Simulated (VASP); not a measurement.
A run of VASP 6.6.1 is set up as follows.

The input INCAR:

```
  ALGO = Fast
  EDIFF = 1E-6
  EDIFFG = -0.001
  ENCUT = 600
  GGA = PS
  IBRION = 2
  ISIF = 3
  ISMEAR = -1
  LASPH = T
  LCHARG = F
  LREAL = F
  LWAVE = F
  NELM = 100
  NSW = 80
  PREC = Accurate
  PSTRESS = 30.0
  SIGMA = 0.15
```

Contents of KPOINTS:

```
k-points
0
Gamma
  16 16 14
```

File POSCAR:

```
AlNi
1.0
    2.0240845335     -2.0240834526      0.0000000000
    2.0240845335      2.0240834526      0.0000000000
    0.0000000000      0.0000000000      2.8647504677
Al Ni
1 1
Direct
    0.0000000000      0.0000000000      0.0000000000
    0.5000000000      0.5000000000      0.5000000000
```

Potentials or basis: VASP PAW PBE potentials, release 64 (Al, Ni).

Run with:

```bash
$ cat potpaw_PBE.64/Al/POTCAR potpaw_PBE.64/Ni/POTCAR > POTCAR
$ mpirun -np 1 vasp_std > vasp.out
```

**Question.** Estimate the relaxed cell.

**Answer.** a = 2.847 Å, b = 2.847 Å, c = 2.849 Å, α = 90.00°, β = 90.00°, γ = 90.00°.

**Question.** Predict the relaxed volume.

**Answer.** 11.55 Å³/atom.

Final structure:
```
CELL_PARAMETERS angstrom
2.01314 -2.01314 0.00000
2.01314 2.01314 0.00000
0.00000 0.00000 2.84928
ATOMIC_POSITIONS crystal
Al 0.00000 0.00000 0.00000
Ni 0.50000 0.50000 0.50000
```

Caveat: the cell is relaxed towards a set pressure, so the run minimises the enthalpy, not the energy; the PAW data sets were made with another functional, which shifts forces and pressure a little. Spin polarisation is off, so any magnetic state and its effect on volume and gap are missing.
